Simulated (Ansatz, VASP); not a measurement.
# KF: VASP beside Ansatz

```
K F
1.0
     2.60562    2.60562    0.00000
    -2.60562    2.60562    0.00000
     0.00000    2.60562    2.67961
K F
1 1
Direct
  0.00000 0.00000 0.00000
  0.50000 0.50000 0.00000
```

Change from the starting cell: film at in-plane strain -0.02.

Alike in both runs: task single point; functional r2SCAN; k mesh 8 × 8 × 8; no spin polarisation.

|  | VASP | Ansatz |
| --- | --- | --- |
| version | VASP 6.6.1 | Ansatz 0.2.0 |
| potentials or method | VASP PAW PBE potentials, release 64 (K_sv, F) | PAW with Ansatz's default frozen-core files, scalar-relativistic |
| plane-wave cutoff (eV) | 520 | 500 |
| occupations | gaussian, width 0.01 eV | fixed |
| valence electrons in the cell | 16 | 16 |

|  | VASP | Ansatz | Ansatz less VASP |
| --- | --- | --- | --- |
| gap on the k mesh at the Fermi level (eV) | 7.07 | 7.07 | +0.001 |
| pressure (GPa) | 1.3 | 1.3 | +0.01 |
| traceless stress, the component that is largest in VASP (GPa) | -1.38 | -1.34 | +0.041 |

VASP's potentials were made for PBE, not for r2SCAN.
